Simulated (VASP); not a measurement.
Here is a VASP 6.6.1 calculation.

Contents of INCAR:

```
SYSTEM = SnSe2
ALGO     = Normal         ! electronic algorithm
EDIFF    = 1E-6           ! SCF threshold, eV
ENCUT    = 520            ! plane-wave cutoff, eV
GGA      = PE             ! functional
ISIF     = 2              ! what is computed and relaxed
ISMEAR   = 0              ! smearing method
LASPH    = .TRUE.         ! aspherical terms in the spheres
LCHARG   = .FALSE.        ! write CHGCAR
LREAL    = .FALSE.        ! projectors in reciprocal space
LWAVE    = .FALSE.        ! write WAVECAR
NBANDS   = 20             ! bands
NELM     = 60             ! most SCF steps
PREC     = Accurate       ! precision mode
SIGMA    = 0.05           ! smearing width, eV
```

Contents of KPOINTS:

```
k-points
0
G
  12 12 6
  0 0 0
```

The input POSCAR:

```
SnSe2
1.0
    3.8109987816      0.0000000000      0.0000000000
   -1.9054993908      3.3004217586      0.0000000000
    0.0000000000      0.0000000000      6.2597400000
Sn Se
1 2
Direct
    0.0000000000      0.0000000000      0.0000000000
    0.3333333333      0.6666666667      0.2500000000
    0.6666666667      0.3333333333      0.7500000000
```

Potentials or basis: VASP PAW PBE potentials, release 64 (Sn_d, Se).

The run is started by

```sh
$ cat potpaw_PBE.64/Sn_d/POTCAR potpaw_PBE.64/Se/POTCAR > POTCAR
$ mpirun -np 1 vasp_std > vasp.out
```

Estimate the pressure.

3.8 GPa.

What does it give for the band gap on the k mesh?

0.73 eV, indirect (least direct gap 1.23 eV).

Forces on the atoms (eV/Å):
```
Sn   0.000  0.000  0.000
Se   0.000  0.000  0.438
Se   0.000  0.000 -0.438
```

Caveat: the cell differs from its parent crystal (strain +0.0200 x Voigt [0, 0, 1, 0, 0, 0]); spin-orbit coupling is left out, which moves the levels of the heavy elements; this functional lacks dispersion, which binds the layers, so the pressure and a relaxed spacing across them are unreliable. A k mesh can miss the band edges.
